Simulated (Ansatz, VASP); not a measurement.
**Two plane-wave programs on Ir**

```
Ir
1.0
     3.44128    0.00000    0.00000
    -1.72064    2.98024    0.00000
     0.00000    0.00000    5.67812
Ir
4
Direct
  0.33333 0.66667 0.43750
  0.66667 0.33333 0.93750
  0.66667 0.33333 0.56250
  0.33333 0.66667 0.06250
```

Alike in both runs: task single point; functional r2SCAN; k mesh 6 × 6 × 4; occupations gaussian, width 0.1 eV; no spin polarisation.

|  | VASP | Ansatz |
| --- | --- | --- |
| version | VASP 6.6.1 | Ansatz 0.2.0 |
| potentials or method | VASP PAW PBE potentials, release 64 (Ir), cutoff 520 eV | scalar-relativistic, plane waves, PAW |
| valence electrons in the cell | 36 | 68 |

```tsv
	VASP	Ansatz	Ansatz less VASP
gap on the k mesh at the Fermi level (eV)	none	none	-
rms of the force components (eV/Å)	0.408	0.478	+0.0703
```

VASP's potentials were made for PBE, not for r2SCAN. Atom by atom the forces differ by 0.070 eV/Å (rms over components). A gap of «none» marks a metal or a gap that the smearing closes. The functional is the same, so the differences come from potentials, cutoffs and numerics. VASP's potentials hold 36 valence electrons a cell and Ansatz's 68, so a difference there can come from the potentials and not from the codes.

Spin-orbit coupling is off throughout.
